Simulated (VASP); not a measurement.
# Rb3HBr4 (Pm-3m) in VASP: further runs

The runs below take Rb3HBr4 through single point, relaxation of cell and atoms, with PBE.

All numbers are computed with VASP 6.6.1; they aren't measurements. Logs are shortened: lines on timing, memory, paths and dates and some standing lists are left out, and cuts for length are marked.

### Step 1. The cell of the first run

It takes space group Pm-3m (No. 221, cubic). Conventional cell: a = 6.820 Å, b = 6.820 Å, c = 6.820 Å, α = 90.00°, β = 90.00°, γ = 90.00°. Within 4.5 Å of Rb (site symmetry 4/mmm) lie 6 Br at 3.41 Å. Within 4.5 Å of H (site symmetry m-3m) lie 6 Br at 3.41 Å. Br (site symmetry 4/mmm) has 4 Rb at 3.41 Å and 2 H at 3.41 Å within 4.5 Å. Within 4.5 Å of Br (site symmetry m-3m) lie 6 Rb at 3.41 Å.

The cell was generated, and may not be a known phase.

### Step 2. Single point, PBE

Contents of INCAR:

```
SYSTEM = Rb3HBr4
PREC = Accurate ; ENCUT = 520
EDIFF = 1E-6 ; ISMEAR = 0
SIGMA = 0.1 ; LREAL = .False.
LASPH = .True. ; NELM = 100
ALGO = Normal ; ISIF = 2
LWAVE = .False. ; LCHARG = .True.
GGA = PE ; LELF = .True.
LVHAR = .True. ; NBANDS = 38
```

Contents of KPOINTS:

```
regular mesh
0
Gamma
  4 4 4
  0 0 0
```

Contents of POSCAR:

```
Rb3HBr4
1.0
    6.8200863962      0.0000000000      0.0000000000
    0.0000000000      6.8200863962      0.0000000000
    0.0000000000      0.0000000000      6.8200863962
Rb H Br
3 1 4
Direct
    0.0000000000      0.5000000000      0.5000000000
    0.5000000000      0.0000000000      0.5000000000
    0.5000000000      0.5000000000      0.0000000000
    0.0000000000      0.0000000000      0.0000000000
    0.5000000000      0.0000000000      0.0000000000
    0.5000000000      0.5000000000      0.5000000000
    0.0000000000      0.0000000000      0.5000000000
    0.0000000000      0.5000000000      0.0000000000
```

Potentials or basis: VASP PAW PBE potentials, release 64 (Rb_sv, H, Br).

On the command line:

```
$ cat potpaw_PBE.64/Rb_sv/POTCAR potpaw_PBE.64/H/POTCAR potpaw_PBE.64/Br/POTCAR > POTCAR
$ mpirun -np 1 vasp_std > vasp.out
```

OUTCAR:

```text
SYSTEM = Rb3HBr4
   PREC = Accurate
   ENCUT = 520
   EDIFF = 1E-6
   ISMEAR = 0
   LREAL = .False.
   LASPH = .True.
   NELM = 100
   ISIF = 2
   GGA = PE

 ion  position               nearest neighbor table
   1  0.000  0.500  0.500-   6 3.41   7 3.41   8 3.41   8 3.41   7 3.41   6 3.41   3 4.82   2 4.82
                             2 4.82   2 4.82   3 4.82   3 4.82   3 4.82   2 4.82
   2  0.500  0.000  0.500-   5 3.41   6 3.41   7 3.41   5 3.41   6 3.41   7 3.41   3 4.82   1 4.82
                             3 4.82   1 4.82   3 4.82   1 4.82   3 4.82   1 4.82
   3  0.500  0.500  0.000-   5 3.41   6 3.41   8 3.41   6 3.41   5 3.41   8 3.41   2 4.82   2 4.82
                             2 4.82   1 4.82   2 4.82   1 4.82   1 4.82   1 4.82
   4  0.000  0.000  0.000-
   5  0.500  0.000  0.000-   2 3.41   3 3.41   2 3.41   3 3.41
   6  0.500  0.500  0.500-   1 3.41   2 3.41   3 3.41   3 3.41   2 3.41   1 3.41
   7  0.000  0.000  0.500-   1 3.41   2 3.41   1 3.41   2 3.41
   8  0.000  0.500  0.000-   1 3.41   3 3.41   1 3.41   3 3.41

  LATTYP: Found a simple cubic cell.
 ALAT       =     6.8200863962

  Lattice vectors:

 A1 = (   6.8200863962,   0.0000000000,   0.0000000000)
 A2 = (   0.0000000000,   6.8200863962,   0.0000000000)
 A3 = (   0.0000000000,   0.0000000000,   6.8200863962)

Analysis of symmetry for initial positions (statically):
=====================================================================
 Subroutine PRICEL returns:
 Original cell was already a primitive cell.

 Routine SETGRP: Setting up the symmetry group for a
 simple cubic supercell.

 Subroutine GETGRP returns: Found 48 space group operations
 (whereof 48 operations were pure point group operations)
 out of a pool of 48 trial point group operations.

The static configuration has the point symmetry O_h .

Analysis of symmetry for dynamics (positions and initial velocities):
=====================================================================
 Subroutine PRICEL returns:
 Original cell was already a primitive cell.

 Routine SETGRP: Setting up the symmetry group for a
 simple cubic supercell.

 Subroutine GETGRP returns: Found 48 space group operations
 (whereof 48 operations were pure point group operations)
 out of a pool of 48 trial point group operations.

The dynamic configuration has the point symmetry O_h .

 Subroutine INISYM returns: Found 48 space group operations
 (whereof 48 operations are pure point group operations),
 and found     1 'primitive' translations

----------------------------------------------------------------------------------------

                                     Primitive cell

  volume of cell :     317.2266

  direct lattice vectors                    reciprocal lattice vectors
     6.820086396  0.000000000  0.000000000     0.146625709  0.000000000  0.000000000
     0.000000000  6.820086396  0.000000000     0.000000000  0.146625709  0.000000000
     0.000000000  0.000000000  6.820086396     0.000000000  0.000000000  0.146625709

  length of vectors
     6.820086396  6.820086396  6.820086396     0.146625709  0.146625709  0.146625709

  position of ions in fractional coordinates (direct lattice)
     0.000000000  0.500000000  0.500000000
     0.500000000  0.000000000  0.500000000
     0.500000000  0.500000000  0.000000000
     0.000000000  0.000000000  0.000000000
     0.500000000  0.000000000  0.000000000
     0.500000000  0.500000000  0.500000000
     0.000000000  0.000000000  0.500000000
     0.000000000  0.500000000  0.000000000

  ion indices of the primitive-cell ions
   primitive index   ion index
                 1           1
                 2           2
                 3           3
                 4           4
                 5           5
                 6           6
                 7           7
                 8           8

----------------------------------------------------------------------------------------

 KPOINTS: regular mesh

Automatic generation of k-mesh.
 Grid dimensions read from file:
 generate k-points for:    4    4    4

 Generating k-lattice:

  Cartesian coordinates                     Fractional coordinates (reciprocal lattice)
     0.036656427  0.000000000  0.000000000     0.250000000  0.000000000  0.000000000
     0.000000000  0.036656427  0.000000000     0.000000000  0.250000000  0.000000000
     0.000000000  0.000000000  0.036656427     0.000000000  0.000000000  0.250000000

  Length of vectors
     0.036656427  0.036656427  0.036656427

  Shift w.r.t. Gamma in fractional coordinates (k-lattice)
     0.000000000  0.000000000  0.000000000

 Subroutine IBZKPT returns following result:
 ===========================================

 Found     10 irreducible k-points:

 Following reciprocal coordinates:
            Coordinates               Weight
  0.000000  0.000000  0.000000      1.000000
  0.250000  0.000000  0.000000      6.000000
  0.500000  0.000000  0.000000      3.000000
  0.250000  0.250000  0.000000     12.000000
  0.500000  0.250000  0.000000     12.000000
  0.500000  0.500000  0.000000      3.000000
  0.250000  0.250000  0.250000      8.000000
  0.500000  0.250000  0.250000     12.000000
  0.500000  0.500000  0.250000      6.000000
  0.500000  0.500000  0.500000      1.000000
   k-points           NKPTS =     10   k-points in BZ     NKDIM =     10   number of bands    NBANDS=     38
   number of dos      NEDOS =    301   number of ions     NIONS =      8
   total plane-waves  NPLWV = 157464
   dimension x,y,z NGX =    54 NGY =   54 NGZ =   54
   dimension x,y,z NGXF=   108 NGYF=  108 NGZF=  108
   ions per type =               3   1   4
   NGX,Y,Z   is equivalent  to a cutoff of  13.16, 13.16, 13.16 a.u.
   NGXF,Y,Z  is equivalent  to a cutoff of  26.33, 26.33, 26.33 a.u.
 SYSTEM =  Rb3HBr4
   PREC   = accura    normal or accurate (medium, high low for compatibility)
   ISTART =      0    job   : 0-new  1-cont  2-samecut
   ICHARG =      2    charge: 1-file 2-atom 10-const
   ISPIN  =      1    spin polarized calculation?
   LNONCOLLINEAR =      F non collinear calculations
   LSORBIT =      F    spin-orbit coupling
   LASPH  =      T    aspherical Exc in radial PAW
   ENCUT  =  520.0 eV  38.22 Ry    6.18 a.u.  12.68 12.68 12.68*2*pi/ulx,y,z
   NELM   =    100;   NELMIN=  2; NELMDL= -5     # of ELM steps
   EDIFF  = 0.1E-05   stopping-criterion for ELM
   LREAL  =      F    real-space projection
   EDIFFG = 0.1E-04   stopping-criterion for IOM
   NSW    =      0    number of steps for IOM
[... 5 lines left out ...]
   TEBEG  =    0.0;   TEEND  =   0.0 temperature during run
   PSTRESS=    0.0 pullay stress
   NELECT =      56.0000    total number of electrons
   NUPDOWN=      -1.0000    fix difference up-down
   EMIN   =  10.00;   EMAX   =-10.00  energy-range for DOS
   EFERMI =   0.00;   METHOD = LEGACY
   ISMEAR =     0;   SIGMA  =   0.10  broadening in eV -4-tet -1-fermi 0-gaus
   EFERMI_NEDOS =   21; number of points for ismear=-14 and -15
   IALGO  =     38    algorithm
   IMIX   =      4    mixing-type and parameters
     AMIX     =   0.40;   BMIX     =  1.00
     AMIX_MAG =   1.60;   BMIX_MAG =  1.00
  volume/ion in A,a.u.               =      39.65       267.59
  Fermi-wavevector in a.u.,A,eV,Ry     =   0.918363  1.735454 11.475021  0.843390
  Thomas-Fermi vector in A             =   2.043436
   LORBIT       =      0    0 simple, 1 ext, 2 COOP (PROOUT), +10 PAW based schemes
   GGA     = PE    functional components
   LHFCALC =     F    Hartree Fock is set to
   AEXX    =    0.0000 exact exchange contribution
   IVDW    =     0    specifies the selected vdW correction
   LEPSILON=     F    determine dielectric tensor
   LRPA    =     F    only Hartree local field effects (RPA)
 non-spin polarized calculation
 Gauss-broadening in eV      SIGMA  =   0.10
  energy-cutoff  :      520.00
  volume of cell :      317.23
 maximum number of plane-waves:      8578
 NGX is ok and might be reduce to    54
   NGX = 25   NGY = 25   NGZ = 25

 number of electron      55.9999996 magnetization

 Free energy of the ion-electron system (eV)
  ---------------------------------------------------
  ext. energy  EPLUGINS =         0.00000000
  ---------------------------------------------------
  free energy    TOTEN  =       -20.00554082 eV

  energy without entropy =      -19.99927161  energy(sigma->0) =      -20.00240621

 E-fermi :  -2.2662     XC(G=0):  -6.9080

 val. band max:       -2.3553207072   @ k =   0.0000   0.0000   0.0000
 cond. band min:      -2.1265857590   @ k =   0.2500   0.0000   0.0000
 fundamental gap:      0.2287349483
 Fermi energy:        -2.2661630503

 k-point     1 :       0.0000    0.0000    0.0000
  band No.  band energies     occupation
      1     -26.6434      2.00000
      2     -26.6336      2.00000
      3     -26.6336      2.00000
      4     -14.6925      2.00000
      5     -14.6420      2.00000
      6     -14.6420      2.00000
[... 30 lines left out ...]
     37       5.6748      0.00000
     38       5.6748      0.00000

 k-point     2 :       0.2500    0.0000    0.0000
  band No.  band energies     occupation
      1     -26.6421      2.00000
      2     -26.6347      2.00000
      3     -26.6335      2.00000
      4     -14.6961      2.00000
      5     -14.6552      2.00000
      6     -14.6512      2.00000
[... 30 lines left out ...]
     37       5.8754      0.00000
     38       5.8754      0.00000

 k-point     3 :       0.5000    0.0000    0.0000
  band No.  band energies     occupation
      1     -26.6400      2.00000
      2     -26.6367      2.00000
      3     -26.6334      2.00000
      4     -14.7012      2.00000
      5     -14.6682      2.00000
      6     -14.6586      2.00000
[... 30 lines left out ...]
     37       5.3551      0.00000
     38       6.1219      0.00000

 k-point     4 :       0.2500    0.2500    0.0000
  band No.  band energies     occupation
      1     -26.6409      2.00000
      2     -26.6351      2.00000
      3     -26.6341      2.00000
      4     -14.6993      2.00000
      5     -14.6657      2.00000
      6     -14.6633      2.00000
[... 30 lines left out ...]
     37       6.0104      0.00000
     38       6.1441      0.00000

 k-point     5 :       0.5000    0.2500    0.0000
  band No.  band energies     occupation
      1     -26.6389      2.00000
      2     -26.6366      2.00000
      3     -26.6343      2.00000
      4     -14.7046      2.00000
      5     -14.6777      2.00000
      6     -14.6714      2.00000
[... 30 lines left out ...]
     37       5.3896      0.00000
     38       6.2760      0.00000

 k-point     6 :       0.5000    0.5000    0.0000
  band No.  band energies     occupation
      1     -26.6365      2.00000
      2     -26.6365      2.00000
      3     -26.6365      2.00000
      4     -14.7109      2.00000
      5     -14.6841      2.00000
      6     -14.6841      2.00000
[... 30 lines left out ...]
     37       5.3604      0.00000
     38       6.4331      0.00000

 k-point     7 :       0.2500    0.2500    0.2500
  band No.  band energies     occupation
      1     -26.6399      2.00000
      2     -26.6350      2.00000
      3     -26.6350      2.00000
      4     -14.7012      2.00000
      5     -14.6764      2.00000
      6     -14.6764      2.00000
[... 30 lines left out ...]
     37       5.6591      0.00000
     38       6.2673      0.00000

 k-point     8 :       0.5000    0.2500    0.2500
  band No.  band energies     occupation
      1     -26.6382      2.00000
      2     -26.6365      2.00000
      3     -26.6349      2.00000
      4     -14.7057      2.00000
      5     -14.6894      2.00000
      6     -14.6844      2.00000
[... 30 lines left out ...]
     37       5.6103      0.00000
     38       6.4929      0.00000

 k-point     9 :       0.5000    0.5000    0.2500
  band No.  band energies     occupation
      1     -26.6365      2.00000
      2     -26.6365      2.00000
      3     -26.6365      2.00000
      4     -14.7105      2.00000
      5     -14.6972      2.00000
      6     -14.6972      2.00000
[... 30 lines left out ...]
     37       5.6771      0.00000
     38       6.7400      0.00000

 k-point    10 :       0.5000    0.5000    0.5000
  band No.  band energies     occupation
      1     -26.6364      2.00000
      2     -26.6364      2.00000
      3     -26.6364      2.00000
      4     -14.7102      2.00000
      5     -14.7102      2.00000
      6     -14.7102      2.00000
[... 30 lines left out ...]
     37       5.9328      0.00000
     38       7.2529      0.00000

------------------------ aborting loop because EDIFF is reached ----------------------------------------

  FORCE on cell =-STRESS in cart. coord.  units (eV):
  Direction    XX          YY          ZZ          XY          YZ          ZX
  --------------------------------------------------------------------------------------
  -------------------------------------------------------------------------------------
  Total        0.0843450      0.0843450      0.0843450     -0.0000000     -0.0000000      0.0000000
  in kB        0.4259910      0.4259910      0.4259910     -0.0000000     -0.0000000      0.0000000
  external PRESSURE =       0.4259910 kB  Pullay stress =       0.0000000 kB

 VOLUME and BASIS-vectors are now :
 -----------------------------------------------------------------------------
  energy-cutoff  :      520.00
  volume of cell :      317.23
      direct lattice vectors                 reciprocal lattice vectors
     6.820086396  0.000000000  0.000000000     0.146625709  0.000000000  0.000000000
     0.000000000  6.820086396  0.000000000     0.000000000  0.146625709  0.000000000
     0.000000000  0.000000000  6.820086396     0.000000000  0.000000000  0.146625709

 POSITION                                       TOTAL-FORCE (eV/Angst)
 -----------------------------------------------------------------------------------
      0.00000      3.41004      3.41004         0.000000      0.000000      0.000000
      3.41004      0.00000      3.41004         0.000000      0.000000      0.000000
      3.41004      3.41004      0.00000         0.000000      0.000000      0.000000
      0.00000      0.00000      0.00000         0.000000      0.000000      0.000000
      3.41004      0.00000      0.00000         0.000000      0.000000      0.000000
      3.41004      3.41004      3.41004         0.000000      0.000000      0.000000
      0.00000      0.00000      3.41004         0.000000      0.000000      0.000000
      0.00000      3.41004      0.00000         0.000000      0.000000      0.000000
 -----------------------------------------------------------------------------------
    total drift:                                0.000000     -0.000000      0.000000

  FREE ENERGIE OF THE ION-ELECTRON SYSTEM (eV)
  ---------------------------------------------------
  free  energy   TOTEN  =       -20.0055408169 eV

  energy  without entropy=      -19.9992716051  energy(sigma->0) =      -20.00240621
```

It took 1.8 min on 1 thread of Intel Xeon 6975P-C (Granite Rapids), shared host; peak memory 0.43 GiB.

What came out:

```yaml
Free_energy: -20.0055 eV
Pressure: 0.0 GPa
Band_gap_on_the_k_mesh: zero (filled and empty bands touch)
```

Levels at points of the mesh, in eV from the Fermi level:
| k point | band 25 | band 26 | band 27 | band 28 | band 29 | band 30 | band 31 | band 32 |
| --- | --- | --- | --- | --- | --- | --- | --- | --- |
| (0.00, 0.00, 0.00) | -0.27 | -0.27 | -0.09 | -0.09 | -0.09 | 4.89 | 6.02 | 6.02 |
| (0.50, 0.00, 0.00) | -0.24 | -0.24 | -0.16 | -0.16 | 0.38 | 5.80 | 6.33 | 6.53 |
| (0.50, 0.50, 0.00) | -0.35 | -0.35 | -0.27 | -0.19 | 0.61 | 6.74 | 6.74 | 6.93 |
| (0.50, 0.50, 0.50) | -0.41 | -0.41 | -0.21 | -0.21 | 0.78 | 6.73 | 6.73 | 6.73 |

Caveat: semilocal functionals underestimate gaps, and a narrow one can read as zero.

[end of part 1 of 2]

The gap in the log of VASP goes by the Fermi energy; the results here count the filled bands.